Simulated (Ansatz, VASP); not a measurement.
# One calculation of TiC, two programs

Contents of INCAR:

```
ALGO = Normal ; EDIFF = 1E-6
EDIFFG = -0.04 ; ENCUT = 600
GGA = PE ; IBRION = 2
ISIF = 3 ; ISMEAR = 0
LASPH = T ; LCHARG = F
LREAL = F ; LWAVE = F
NELM = 80 ; NSW = 90
PREC = Accurate ; SIGMA = 0.1
```

Contents of KPOINTS:

```
k-points
0
Gamma
  6 6 6
```

Contents of POSCAR:

```
TiC
1.0
    2.9600865000      0.0000000000      0.0000000000
   -1.4800432500      2.5635101100      0.0000000000
    0.0000000000      0.0000000000      2.8888978300
Ti C
1 1
Direct
    0.0000000000      0.0000000000      0.0000000000
    0.6666666700      0.3333333300      0.5000000000
```

Input for Ansatz:

```yaml
crystal:
  lattice:
    - [2.9600865, 0.0, 0.0]
    - [-1.48004325, 2.56351011, 0.0]
    - [0.0, 0.0, 2.88889783]
  atoms:
    - { symbol: Ti, position: [0.0, 0.0, 0.0] }
    - { symbol: C, position: [0.66666667, 0.33333333, 0.5] }
basis:
  ecutwfc: 420
kpoints:
  mp_grid: { grid: [6, 6, 6] }
hamiltonian:
  xc: pbe
scf:
  occupations: { method: gaussian, width: 0.1 }
  lower_state_search: "off"
output:
  forces: true
  stress: true
  eigenvalues: true
relax:
  adjacent_minimum: "off"
  f_tol: 0.04
  max_steps: 70
  cell: { stress_tol: 0.4 }
```

Change from the starting cell: species swapped into the WC type (P-6m2, No. 187).

Alike in both runs: task relaxation of cell and atoms; functional PBE; k mesh 6 × 6 × 6; occupations gaussian, width 0.1 eV; no spin polarisation.

|  | VASP | Ansatz |
| --- | --- | --- |
| version | VASP 6.6.1 | Ansatz 0.2.0 |
| potentials or method | VASP PAW PBE potentials, release 64 (Ti_sv, C), cutoff 600 eV | scalar-relativistic, plane waves, PAW |
| valence electrons in the cell | 16 | 16 |

```csv
,VASP,Ansatz,Ansatz less VASP
"gap on the k mesh at the Fermi level, each at its own relaxed structure (eV)",0.27,0.27,+0.001
relaxed volume (Å³/atom),10.82,10.82,-0.004
relaxed cell length with the largest relative difference (Å),3.052,3.051,-0.0005
```
